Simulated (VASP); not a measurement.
**Al5Ni: relaxation of cell and atoms with PBE**

Crystal: Al5Ni.

```
Al Ni
1.0
     2.83308    0.00000    0.00000
    -1.41654    2.45352    0.00000
     0.00000    0.00000   13.18331
Al Ni
5 1
Direct
  0.33333 0.66667 0.68200
  0.33333 0.66667 0.31800
  0.66667 0.33333 0.85964
  0.66667 0.33333 0.14036
  0.66667 0.33333 0.50000
  0.33333 0.66667 0.00000
```

| Quantity | Value |
| --- | --- |
| Program | VASP 6.6.1 |
| Task | relaxation of cell and atoms |
| Functional | PBE |
| Potentials or basis | VASP PAW PBE potentials, release 64 (Al, Ni) |
| Cutoff | 600 eV |
| k mesh | 18 × 18 × 4 |
| Occupations | gaussian, width 0.1 eV |
| Spin | no spin polarisation |
| Dipole correction | no |
| Further INCAR settings | ALGO = Fast; EDIFF = 1e-07; IBRION = 2; EDIFFG = -0.01; NSW = 100; ISIF = 3 |

```json
{"Relaxed volume": "15.24 Å³/atom", "Relaxed cell": "a = 2.837 Å, b = 2.837 Å, c = 13.122 Å, α = 90.00°, β = 90.00°, γ = 120.00°", "Space group after relaxing (to 0.1 Å)": "P-6m2 (No. 187)", "Energy gained by relaxing": "130.4 meV/atom", "Ionic steps": "14", "Pressure after relaxing": "-0.1 GPa", "Largest force after relaxing": "0.008 eV/Å", "Band gap on the k mesh": "zero (an odd number of electrons rules out a gap without spin polarisation)"}
```

Forces on the atoms (eV/Å):
```
Al   0.000  0.000  0.001
Al   0.000  0.000 -0.001
Al   0.000  0.000  0.008
Al   0.000  0.000 -0.008
Al   0.000  0.000  0.000
Ni   0.000  0.000  0.000
```

Stress tensor (GPa, compression positive):
```
-0.10  0.00  0.00
 0.00 -0.10  0.00
 0.00  0.00  0.00
```

The path:
```tsv
step	energy change (eV)	largest force (eV/Å)	pressure (GPa)	volume (Å³)
1	0.0000	0.2731	0.81	91.64
2	-0.7739	0.1031	-1.29	92.66
3	-0.7739	0.1026	-1.28	92.66
4	-0.7788	0.0355	-0.77	92.19
5	-0.7806	0.0331	-0.30	91.80
6	-0.7807	0.0452	-0.16	91.70
7	-0.7807	0.0499	-0.13	91.67
8	-0.7807	0.0516	-0.12	91.66
9	-0.7811	0.0389	-0.04	91.57
10	-0.7818	0.0429	0.15	91.30
11	-0.7821	0.0314	-0.02	91.46
12	-0.7821	0.0241	-0.16	91.56
13	-0.7823	0.0117	-0.11	91.50
14	-0.7823	0.0083	-0.07	91.47
```

Final structure:
```
CELL_PARAMETERS angstrom
2.83705 0.00000 0.00000
-1.41853 2.45696 0.00000
0.00000 0.00000 13.12231
ATOMIC_POSITIONS crystal
Al 0.33333 0.66667 0.68064
Al 0.33333 0.66667 0.31935
Al 0.66667 0.33333 0.85855
Al 0.66667 0.33333 0.14145
Al 0.66667 0.33333 0.50000
Ni 0.33333 0.66667 0.00000
```

Levels at points of the mesh, in eV from the Fermi level:
| k point | band 10 | band 11 | band 12 | band 13 | band 14 | band 15 |
| --- | --- | --- | --- | --- | --- | --- |
| (0.00, 0.00, 0.00) | -1.85 | -1.62 | -1.62 | 2.03 | 3.27 | 8.97 |
| (0.50, 0.00, 0.00) | -1.92 | -1.82 | -1.48 | -0.80 | -0.55 | 0.46 |
| (0.00, 0.00, 0.50) | -1.62 | -1.62 | -1.07 | 0.41 | 5.41 | 6.45 |
| (0.50, 0.00, 0.50) | -2.10 | -1.92 | -0.80 | -0.65 | -0.10 | 0.37 |

It took 17 min on 1 thread of Intel(R) Xeon(R) 6975P-C (Granite Rapids) (shared host), peak memory 0.4 GiB.

Spin polarisation is off, so any magnetic state and its effect on volume and gap are missing.
